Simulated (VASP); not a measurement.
# Br (Fd-3m) in VASP: further runs

The runs below take Br through single point, with LDA.

Program: VASP 6.6.1. These are calculated values, not measurements. Logs are shortened: lines on timing, memory, paths and dates and some standing lists are left out, and cuts for length are marked.

## 1. The cell of the first run

It takes space group Fd-3m (No. 227, cubic). Conventional cell: a = 5.828 Å, b = 5.828 Å, c = 5.828 Å, α = 90.00°, β = 90.00°, γ = 90.00°. Br (site symmetry -43m) has 4 Br at 2.52 Å within 3.3 Å.

## 2. Single point, LDA (volume scaled by 0.65)

INCAR reads:

```
SYSTEM = Br
  ALGO = Normal
  EDIFF = 1E-6
  ENCUT = 520
  ISIF = 2
  ISMEAR = -1
  LASPH = .True.
  LCHARG = .True.
  LELF = .True.
  LREAL = .False.
  LVHAR = .True.
  LWAVE = .False.
  NBANDS = 14
  NELM = 100
  PREC = Accurate
  SIGMA = 0.08
```

KPOINTS reads:

```
k-points
0
Gamma
  11 11 11
  0 0 0
```

POSCAR reads:

```
Br
1.0
    0.0000000000      2.9139857676      2.9139857676
    2.9139857676      0.0000000000      2.9139857676
    2.9139857676      2.9139857676      0.0000000000
Br
2
Direct
   -0.1250000000     -0.1250000000     -0.1250000000
    0.1250000000      0.1250000000      0.1250000000
```

Potentials or basis: VASP PAW LDA potentials, release 64 (Br).

Started as:

```bash
$ cat potpaw_LDA.64/Br/POTCAR > POTCAR
$ mpirun -np 1 vasp_std > vasp.out
```

OUTCAR:

```text
SYSTEM = Br
   EDIFF = 1E-6
   ENCUT = 520
   ISIF = 2
   ISMEAR = -1
   LASPH = .True.
   LREAL = .False.
   NELM = 100
   PREC = Accurate

 ion  position               nearest neighbor table
   1  0.875  0.875  0.875-   2 2.52   2 2.52   2 2.52   2 2.52
   2  0.125  0.125  0.125-   1 2.52   1 2.52   1 2.52   1 2.52

  LATTYP: Found a face centered cubic cell.
 ALAT       =     5.8279715352

  Lattice vectors:

 A1 = (   0.0000000000,   2.9139857676,   2.9139857676)
 A2 = (   2.9139857676,   0.0000000000,   2.9139857676)
 A3 = (   2.9139857676,   2.9139857676,   0.0000000000)

Analysis of symmetry for initial positions (statically):
=====================================================================
 Subroutine PRICEL returns:
 Original cell was already a primitive cell.

 Routine SETGRP: Setting up the symmetry group for a
 face centered cubic supercell.

 Subroutine GETGRP returns: Found 48 space group operations
 (whereof 12 operations were pure point group operations)
 out of a pool of 48 trial point group operations.

The static configuration has the point symmetry D_3d.
 The point group associated with its full space group is O_h .

Analysis of symmetry for dynamics (positions and initial velocities):
=====================================================================
 Subroutine PRICEL returns:
 Original cell was already a primitive cell.

 Routine SETGRP: Setting up the symmetry group for a
 face centered cubic supercell.

 Subroutine GETGRP returns: Found 48 space group operations
 (whereof 12 operations were pure point group operations)
 out of a pool of 48 trial point group operations.

The dynamic configuration has the point symmetry D_3d.
 The point group associated with its full space group is O_h .

 Subroutine INISYM returns: Found 48 space group operations
 (whereof 12 operations are pure point group operations),
 and found     1 'primitive' translations

----------------------------------------------------------------------------------------

                                     Primitive cell

  volume of cell :      49.4871

  direct lattice vectors                    reciprocal lattice vectors
     0.000000000  2.913985768  2.913985768    -0.171586288  0.171586288  0.171586288
     2.913985768  0.000000000  2.913985768     0.171586288 -0.171586288  0.171586288
     2.913985768  2.913985768  0.000000000     0.171586288  0.171586288 -0.171586288

  length of vectors
     4.120998193  4.120998193  4.120998193     0.297196168  0.297196168  0.297196168

  position of ions in fractional coordinates (direct lattice)
     0.875000000  0.875000000  0.875000000
     0.125000000  0.125000000  0.125000000

  ion indices of the primitive-cell ions
   primitive index   ion index
                 1           1
                 2           2

----------------------------------------------------------------------------------------

 KPOINTS: k-points

Automatic generation of k-mesh.
 Grid dimensions read from file:
 generate k-points for:   11   11   11

 Generating k-lattice:

  Cartesian coordinates                     Fractional coordinates (reciprocal lattice)
    -0.015598753  0.015598753  0.015598753     0.090909091  0.000000000  0.000000000
     0.015598753 -0.015598753  0.015598753     0.000000000  0.090909091  0.000000000
     0.015598753  0.015598753 -0.015598753     0.000000000  0.000000000  0.090909091

  Length of vectors
     0.027017833  0.027017833  0.027017833

  Shift w.r.t. Gamma in fractional coordinates (k-lattice)
     0.000000000  0.000000000  0.000000000

 Subroutine IBZKPT returns following result:
 ===========================================

 Found     56 irreducible k-points:

 Following reciprocal coordinates:
            Coordinates               Weight
  0.000000  0.000000  0.000000      1.000000
  0.090909  0.000000  0.000000      8.000000
  0.181818  0.000000  0.000000      8.000000
  0.272727  0.000000  0.000000      8.000000
  0.363636  0.000000  0.000000      8.000000
  0.454545  0.000000  0.000000      8.000000
[... 16 lines left out ...]
 -0.272727  0.181818  0.000000     24.000000
 -0.181818  0.181818  0.000000     12.000000
 [... further k-points ...]
   k-points           NKPTS =     56   k-points in BZ     NKDIM =     56   number of bands    NBANDS=     14
   number of dos      NEDOS =    301   number of ions     NIONS =      2
   total plane-waves  NPLWV =  32768
   dimension x,y,z NGX =    32 NGY =   32 NGZ =   32
   dimension x,y,z NGXF=    64 NGYF=   64 NGZF=   64
   ions per type =               2
   NGX,Y,Z   is equivalent  to a cutoff of  12.91, 12.91, 12.91 a.u.
   NGXF,Y,Z  is equivalent  to a cutoff of  25.82, 25.82, 25.82 a.u.
 SYSTEM =  Br
   PREC   = accura    normal or accurate (medium, high low for compatibility)
   ISTART =      0    job   : 0-new  1-cont  2-samecut
   ICHARG =      2    charge: 1-file 2-atom 10-const
   ISPIN  =      1    spin polarized calculation?
   LNONCOLLINEAR =      F non collinear calculations
   LSORBIT =      F    spin-orbit coupling
   LASPH  =      T    aspherical Exc in radial PAW
   ENCUT  =  520.0 eV  38.22 Ry    6.18 a.u.   7.66  7.66  7.66*2*pi/ulx,y,z
   NELM   =    100;   NELMIN=  2; NELMDL= -5     # of ELM steps
   EDIFF  = 0.1E-05   stopping-criterion for ELM
   LREAL  =      F    real-space projection
   EDIFFG = 0.1E-04   stopping-criterion for IOM
   NSW    =      0    number of steps for IOM
   IBRION =     -1    ionic relax: 0-MD 1-quasi-New 2-CG
   NFREE  =      0    steps in history (QN), initial steepest desc. (CG)
   ISIF   =      2    stress and relaxation
   ISYM   =      2    0-nonsym 1-usesym 2-fastsym
   POTIM  = 0.5000    time-step for ionic-motion
   TEBEG  =    0.0;   TEEND  =   0.0 temperature during run
   PSTRESS=    0.0 pullay stress
   NELECT =      14.0000    total number of electrons
   NUPDOWN=      -1.0000    fix difference up-down
   EMIN   =  10.00;   EMAX   =-10.00  energy-range for DOS
   EFERMI =   0.00;   METHOD = LEGACY
   ISMEAR =    -1;   SIGMA  =   0.08  broadening in eV -4-tet -1-fermi 0-gaus
   EFERMI_NEDOS =   21; number of points for ismear=-14 and -15
   IALGO  =     38    algorithm
   IMIX   =      4    mixing-type and parameters
     AMIX     =   0.40;   BMIX     =  1.00
     AMIX_MAG =   1.60;   BMIX_MAG =  1.00
  volume/ion in A,a.u.               =      24.74       166.98
  Fermi-wavevector in a.u.,A,eV,Ry     =   1.074699  2.030886 15.714422  1.154977
  Thomas-Fermi vector in A             =   2.210534
   LORBIT       =      0    0 simple, 1 ext, 2 COOP (PROOUT), +10 PAW based schemes
   GGA     = CA    functional components
   LHFCALC =     F    Hartree Fock is set to
   AEXX    =    0.0000 exact exchange contribution
   IVDW    =     0    specifies the selected vdW correction
   LEPSILON=     F    determine dielectric tensor
   LRPA    =     F    only Hartree local field effects (RPA)
 non-spin polarized calculation
  energy-cutoff  :      520.00
  volume of cell :       49.49
 maximum number of plane-waves:      1363
   NGX = 15   NGY = 15   NGZ = 15

 number of electron      13.9999997 magnetization

 Free energy of the ion-electron system (eV)
  ---------------------------------------------------
  ext. energy  EPLUGINS =         0.00000000
  ---------------------------------------------------
  free energy    TOTEN  =        -1.46811550 eV

  energy without entropy =       -1.42273453  energy(sigma->0) =       -1.44542501

 E-fermi :   4.1089     XC(G=0):  -9.5401

 val. band max:        4.0984030191   @ k =   0.4545   0.1818   0.0909
 cond. band min:       4.1483679307   @ k =  -0.2727   0.2727   0.0000
 fundamental gap:      0.0499649116
 Fermi energy:         4.1088898677

 k-point     1 :       0.0000    0.0000    0.0000
  band No.  band energies     occupation
      1     -14.9237      2.00000
      2      -8.7287      2.00000
      3      -1.3783      2.00000
      4      -1.3783      2.00000
      5      -1.3783      2.00000
      6       1.8134      2.00000
      7       1.8134      2.00000
      8       1.8134      2.00000
      9       7.9935      0.00000
     10      11.5955      0.00000
     11      11.5955      0.00000
     12      13.8761      0.00000
     13      13.8761      0.00000
     14      13.8761      0.00000

 k-point     2 :       0.0909    0.0000    0.0000
  band No.  band energies     occupation
      1     -14.8589      2.00000
      2      -8.9031      2.00000
      3      -1.4649      2.00000
      4      -1.4649      2.00000
      5      -1.3983      2.00000
      6       1.9337      2.00000
      7       1.9442      2.00000
      8       1.9442      2.00000
      9       8.2993      0.00000
     10      11.3186      0.00000
     11      11.3186      0.00000
     12      13.5913      0.00000
     13      14.4604      0.00000
     14      14.4604      0.00000

 k-point     3 :       0.1818    0.0000    0.0000
  band No.  band energies     occupation
      1     -14.6707      2.00000
      2      -9.3659      2.00000
      3      -1.6692      2.00000
      4      -1.6692      2.00000
      5      -1.5018      2.00000
      6       2.2613      2.00000
      7       2.2613      2.00000
      8       2.3588      2.00000
      9       9.0399      0.00000
     10      10.9643      0.00000
     11      10.9643      0.00000
     12      13.1548      0.00000
     13      15.7072      0.00000
     14      15.7072      0.00000

 k-point     4 :       0.2727    0.0000    0.0000
  band No.  band energies     occupation
      1     -14.3817      2.00000
      2      -9.9798      2.00000
      3      -1.8938      2.00000
      4      -1.8938      2.00000
      5      -1.6936      2.00000
      6       2.6175      2.00000
      7       2.6175      2.00000
      8       3.0971      1.99999
      9       9.7583      0.00000
     10      10.9182      0.00000
     11      10.9182      0.00000
     12      12.9202      0.00000
     13      16.0851      0.00000
     14      16.5895      0.00000

 k-point     5 :       0.3636    0.0000    0.0000
  band No.  band energies     occupation
      1     -14.0474      2.00000
      2     -10.5861      2.00000
      3      -2.0713      2.00000
      4      -2.0713      2.00000
      5      -1.8874      2.00000
      6       2.8951      2.00000
      7       2.8951      2.00000
      8       3.9634      1.72080
      9      10.1349      0.00000
     10      11.2696      0.00000
     11      11.2696      0.00000
[... 276 lines left out ...]
 k-point    22 :      -0.3636    0.1818    0.0000
  band No.  band energies     occupation
      1     -13.6279      2.00000
      2     -11.2000      2.00000
      3      -3.2677      2.00000
      4      -2.3015      2.00000
      5      -0.5950      2.00000
      6       2.8541      2.00000
      7       3.3824      1.99977
      8       4.3442      0.10028
      9       9.6935      0.00000
     10      10.9086      0.00000
     11      11.3119      0.00000
     12      13.4070      0.00000
     13      15.8217      0.00000
     14      16.0574      0.00000

 k-point    23 :      -0.2727    0.1818    0.0000
  band No.  band energies     occupation
      1     -13.9442      2.00000
      2     -10.7288      2.00000
      3      -3.0903      2.00000
      4      -2.0845      2.00000
      5      -0.6867      2.00000
      6       2.7117      2.00000
      7       3.0054      2.00000
      8       3.9369      1.79133
      9      10.1013      0.00000
     10      10.3519      0.00000
     11      11.3082      0.00000
     12      13.8633      0.00000
     13      15.3785      0.00000
     14      16.4127      0.00000

 k-point    24 :      -0.1818    0.1818    0.0000
  band No.  band energies     occupation
      1     -14.2737      2.00000
      2     -10.1710      2.00000
      3      -2.7269      2.00000
      4      -1.8495      2.00000
      5      -0.8802      2.00000
      6       2.4052      2.00000
      7       2.6001      2.00000
      8       3.5146      1.99881
      9      10.0651      0.00000
     10      10.2015      0.00000
     11      11.1169      0.00000
     12      14.5397      0.00000
     13      14.9482      0.00000
     14      15.9306      0.00000

 [... further k-points ...]
[... 5 lines left out ...]
  --------------------------------------------------------------------------------------
  -------------------------------------------------------------------------------------
  Total        7.7525673      7.7525673      7.7525673     -0.0000000      0.0000000      0.0000000
  in kB      250.9942977    250.9942977    250.9942977     -0.0000000      0.0000000      0.0000000
  external PRESSURE =     250.9942977 kB  Pullay stress =       0.0000000 kB

 VOLUME and BASIS-vectors are now :
 -----------------------------------------------------------------------------
  energy-cutoff  :      520.00
  volume of cell :       49.49
      direct lattice vectors                 reciprocal lattice vectors
     0.000000000  2.913985768  2.913985768    -0.171586288  0.171586288  0.171586288
     2.913985768  0.000000000  2.913985768     0.171586288 -0.171586288  0.171586288
     2.913985768  2.913985768  0.000000000     0.171586288  0.171586288 -0.171586288

 POSITION                                       TOTAL-FORCE (eV/Angst)
 -----------------------------------------------------------------------------------
      5.09948      5.09948      5.09948         0.000000      0.000000      0.000000
      0.72850      0.72850      0.72850        -0.000000     -0.000000     -0.000000
 -----------------------------------------------------------------------------------
    total drift:                                0.000000      0.000000     -0.000000

  FREE ENERGIE OF THE ION-ELECTRON SYSTEM (eV)
  ---------------------------------------------------
  free  energy   TOTEN  =        -1.4681154976 eV

  energy  without entropy=       -1.4227345252  energy(sigma->0) =       -1.44542501
```

Run time: 25 s. Hardware: 1 thread of Intel Xeon Platinum 8259CL at 2.50GHz (Skylake/Cascade Lake), shared host; peak memory 0.16 GiB.

Results:

```
Free energy            : -1.4681 eV
Pressure               : 25.1 GPa
Band gap on the k mesh : zero (band 7 reaches 5.15 eV, above the bottom of band 8 at 1.81 eV)
```

## 3. Single point, LDA (volume scaled by 0.65)

INCAR reads:

```
  ALGO = Normal
  EDIFF = 1E-6
  ENCUT = 520
  GGA = CA
  ISIF = 2
  ISMEAR = -1
  LASPH = True
  LCHARG = False
  LREAL = False
  LWAVE = False
  NBANDS = 14
  NELM = 80
  PREC = Accurate
  SIGMA = 0.08
```

KPOINTS reads:

```
k-points
0
Gamma
  11 11 11
```

POSCAR is that of step 2.

Potentials or basis: VASP PAW LDA potentials, release 64 (Br).

Started as:

```bash
$ cat potpaw_LDA.64/Br/POTCAR > POTCAR
$ mpirun -np 1 vasp_std > vasp.out
```

OUTCAR:

```text
EDIFF = 1E-6
   ENCUT = 520
   GGA = CA
   ISIF = 2
   ISMEAR = -1
   LASPH = True
   LREAL = False
   NELM = 80
   PREC = Accurate

 ion  position               nearest neighbor table
   1  0.875  0.875  0.875-   2 2.52   2 2.52   2 2.52   2 2.52
   2  0.125  0.125  0.125-   1 2.52   1 2.52   1 2.52   1 2.52

  LATTYP: Found a face centered cubic cell.
 ALAT       =     5.8279715352

  Lattice vectors:

 A1 = (   0.0000000000,   2.9139857676,   2.9139857676)
 A2 = (   2.9139857676,   0.0000000000,   2.9139857676)
 A3 = (   2.9139857676,   2.9139857676,   0.0000000000)

Analysis of symmetry for initial positions (statically):
=====================================================================
 Subroutine PRICEL returns:
 Original cell was already a primitive cell.

 Routine SETGRP: Setting up the symmetry group for a
 face centered cubic supercell.

 Subroutine GETGRP returns: Found 48 space group operations
 (whereof 12 operations were pure point group operations)
 out of a pool of 48 trial point group operations.

The static configuration has the point symmetry D_3d.
 The point group associated with its full space group is O_h .

[... 165 lines left out ...]
 Fermi energy:         4.1088898677

 k-point     1 :       0.0000    0.0000    0.0000
  band No.  band energies     occupation
      1     -14.9237      2.00000
      2      -8.7287      2.00000
      3      -1.3783      2.00000
      4      -1.3783      2.00000
      5      -1.3783      2.00000
      6       1.8134      2.00000
      7       1.8134      2.00000
      8       1.8134      2.00000
      9       7.9935      0.00000
     10      11.5955      0.00000
     11      11.5955      0.00000
     12      13.8761      0.00000
     13      13.8761      0.00000
     14      13.8761      0.00000
[... 377 lines left out ...]
      1     -14.2737      2.00000
      2     -10.1710      2.00000
      3      -2.7269      2.00000
      4      -1.8495      2.00000
      5      -0.8802      2.00000
      6       2.4052      2.00000
      7       2.6001      2.00000
      8       3.5146      1.99881
      9      10.0651      0.00000
     10      10.2015      0.00000
     11      11.1169      0.00000
     12      14.5397      0.00000
     13      14.9482      0.00000
     14      15.9306      0.00000

 [... further k-points ...]
[... 5 lines left out ...]
  --------------------------------------------------------------------------------------
  -------------------------------------------------------------------------------------
  Total        7.7525673      7.7525673      7.7525673     -0.0000000      0.0000000      0.0000000
  in kB      250.9942977    250.9942977    250.9942977     -0.0000000      0.0000000      0.0000000
  external PRESSURE =     250.9942977 kB  Pullay stress =       0.0000000 kB

 VOLUME and BASIS-vectors are now :
 -----------------------------------------------------------------------------
  energy-cutoff  :      520.00
  volume of cell :       49.49
      direct lattice vectors                 reciprocal lattice vectors
     0.000000000  2.913985768  2.913985768    -0.171586288  0.171586288  0.171586288
     2.913985768  0.000000000  2.913985768     0.171586288 -0.171586288  0.171586288
     2.913985768  2.913985768  0.000000000     0.171586288  0.171586288 -0.171586288

 POSITION                                       TOTAL-FORCE (eV/Angst)
 -----------------------------------------------------------------------------------
      5.09948      5.09948      5.09948         0.000000      0.000000      0.000000
      0.72850      0.72850      0.72850        -0.000000     -0.000000     -0.000000
 -----------------------------------------------------------------------------------
    total drift:                                0.000000      0.000000     -0.000000

  FREE ENERGIE OF THE ION-ELECTRON SYSTEM (eV)
  ---------------------------------------------------
  free  energy   TOTEN  =        -1.4681154976 eV

  energy  without entropy=       -1.4227345252  energy(sigma->0) =       -1.44542501
```

OSZICAR:

```text
N       E                     dE             d eps       ncg     rms          rms(c)
DAV:   1     0.756096109780E+02    0.75610E+02   -0.59851E+03  1568   0.854E+02
DAV:   2     0.284016183292E+01   -0.72769E+02   -0.67468E+02  2280   0.154E+02
DAV:   3    -0.144214738696E+01   -0.42823E+01   -0.42341E+01  2000   0.408E+01
DAV:   4    -0.147461565716E+01   -0.32468E-01   -0.32461E-01  1904   0.424E+00
DAV:   5    -0.147491871179E+01   -0.30305E-03   -0.30305E-03  2048   0.398E-01    0.211E+01
DAV:   6    -0.146965479883E+01    0.52639E-02   -0.38329E-03  1910   0.335E-01    0.126E+01
DAV:   7    -0.146826449327E+01    0.13903E-02   -0.48182E-03  1844   0.371E-01    0.103E-01
DAV:   8    -0.146811798595E+01    0.14651E-03   -0.31537E-04  1898   0.100E-01    0.235E-02
DAV:   9    -0.146811556183E+01    0.24241E-05   -0.23336E-05  1946   0.273E-02    0.163E-02
DAV:  10    -0.146811549762E+01    0.64203E-07   -0.51893E-07  1414   0.439E-03
   1 F= -.14681155E+01 E0= -.14454250E+01  d E =-.453810E-01
```

stdout:

```text
POSCAR found type information on POSCAR Br
 POSCAR found :  1 types and       2 ions
 scaLAPACK will be used
 LDA part: xc-table for (Slater(with rela. corr.)+CA(PZ))
 , standard interpolation
 POSCAR, INCAR and KPOINTS ok, starting setup
 FFT: planning ... GRIDC
 FFT: planning ... GRID_SOFT
 FFT: planning ... GRID
 WAVECAR not read
 entering main loop
```

Wall time 22 s (1 thread of Intel Xeon Platinum 8259CL at 2.50GHz (Skylake/Cascade Lake), shared host); peak memory 0.16 GiB.

Results:

| Property | Result |
| --- | --- |
| Free energy | -1.4681 eV |
| Pressure | 25.1 GPa |
| Band gap on the k mesh | zero (band 7 reaches 5.15 eV, above the bottom of band 8 at 1.81 eV) |
